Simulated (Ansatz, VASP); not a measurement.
**Two plane-wave programs on Mg5CdS6**

POSCAR

```
Mg5CdS6
1.0
    3.7300173111      0.0000000000      0.0000000000
   -1.8650086556      3.2302897480      0.0000000000
    0.0000000000      0.0000000000     18.3097259669
Mg Cd S
5 1 6
Direct
    0.3333333333      0.6666666667      0.8358856302
    0.0000000000      0.0000000000      0.0000000000
    0.6666666667      0.3333333333      0.1641143698
    0.3333333333      0.6666666667      0.3283509849
    0.6666666667      0.3333333333      0.6716490151
    0.0000000000      0.0000000000      0.5000000000
    0.6666666667      0.3333333333      0.9179582007
    0.3333333333      0.6666666667      0.0820417993
    0.0000000000      0.0000000000      0.2461612002
    0.6666666667      0.3333333333      0.4095364321
    0.3333333333      0.6666666667      0.5904635679
    0.0000000000      0.0000000000      0.7538387998
```

The input INCAR.step1:

```
PREC = Accurate ; ENCUT = 520
ISMEAR = 0 ; SIGMA = 0.02
LREAL = F ; LASPH = T
NELM = 60 ; NBANDS = 41
GGA = PE ; ALGO = Normal
EDIFF = 1E-4 ; LWAVE = T
LCHARG = F
```

The input INCAR.step2:

```
PREC = Accurate ; ENCUT = 520
EDIFF = 1E-6 ; ISMEAR = 0
SIGMA = 0.02 ; LREAL = F
LASPH = T ; NELM = 60
ALGO = Normal ; ISIF = 2
LWAVE = F ; LCHARG = T
METAGGA = R2SCAN ; LMIXTAU = T
LELF = T ; LVHAR = T
NBANDS = 41 ; ISTART = 1
```

File KPOINTS:

```
regular mesh
0
Gamma
  12 12 2
```

Input for Ansatz:

```yaml
crystal:
  lattice:
    - [3.7300173111, 0.0, 0.0]
    - [-1.8650086556, 3.230289748, 0.0]
    - [0.0, 0.0, 18.3097259669]
  atoms:
    - { symbol: Mg, position: [0.3333333333, 0.6666666667, 0.8358856302] }
    - { symbol: Mg, position: [0.0, 0.0, 0.0] }
    - { symbol: Mg, position: [0.6666666667, 0.3333333333, 0.1641143698] }
    - { symbol: Mg, position: [0.3333333333, 0.6666666667, 0.3283509849] }
    - { symbol: Mg, position: [0.6666666667, 0.3333333333, 0.6716490151] }
    - { symbol: Cd, position: [0.0, 0.0, 0.5] }
    - { symbol: S, position: [0.6666666667, 0.3333333333, 0.9179582007] }
    - { symbol: S, position: [0.3333333333, 0.6666666667, 0.0820417993] }
    - { symbol: S, position: [0.0, 0.0, 0.2461612002] }
    - { symbol: S, position: [0.6666666667, 0.3333333333, 0.4095364321] }
    - { symbol: S, position: [0.3333333333, 0.6666666667, 0.5904635679] }
    - { symbol: S, position: [0.0, 0.0, 0.7538387998] }
basis:
  ecutwfc: 500
kpoints:
  mp_grid: { grid: [12, 12, 2] }
  band_path:
    path:
      - [[0.0, 0.0, 0.0], [0.5, 0.0, 0.0], [0.33333333, 0.33333333, 0.0], [0.0, 0.0, 0.0], [0.0, 0.0, 0.5], [0.5, 0.0, 0.5], [0.33333333, 0.33333333, 0.5], [0.0, 0.0, 0.5]]
      - [[0.5, 0.0, 0.5], [0.5, 0.0, 0.0]]
      - [[0.33333333, 0.33333333, 0.5], [0.33333333, 0.33333333, 0.0]]
    npoints: 10
hamiltonian:
  xc: r2scan
scf:
  occupations: { method: gaussian, width: 0.02 }
  n_extra_bands: 30
output:
  forces: true
  stress: true
  eigenvalues: true
  populations: true
  dos: { projected: true, de: 0.02, nscf_kmesh: { grid: [18, 18, 3] } }
  bader: false
```

Alike in both runs: task single point; functional r2SCAN; k mesh 12 × 12 × 2; occupations gaussian, width 0.02 eV; no spin polarisation.

```csv
,VASP,Ansatz
version,VASP 6.6.1,Ansatz 0.2.0
potentials or method,"VASP PAW PBE potentials, release 64 (Mg, Cd, S), cutoff 520 eV","scalar-relativistic, plane waves, PAW"
valence electrons in the cell,58,106
```

|  | VASP | Ansatz | Ansatz less VASP |
| --- | --- | --- | --- |
| gap on the k mesh at the Fermi level (eV) | 2.46 | 2.48 | +0.021 |
| least direct gap on the mesh (eV) | 2.91 | 2.93 | +0.023 |
| pressure (GPa) | -1.6 | -1.3 | +0.28 |
| rms of the force components (eV/Å) | 0.003 | 0.014 | +0.0101 |

VASP's potentials were made for PBE, not for r2SCAN. Atom by atom the forces differ by 0.016 eV/Å (rms over components). VASP's potentials hold 58 valence electrons a cell and Ansatz's 106, so a difference there can come from the potentials and not from the codes.
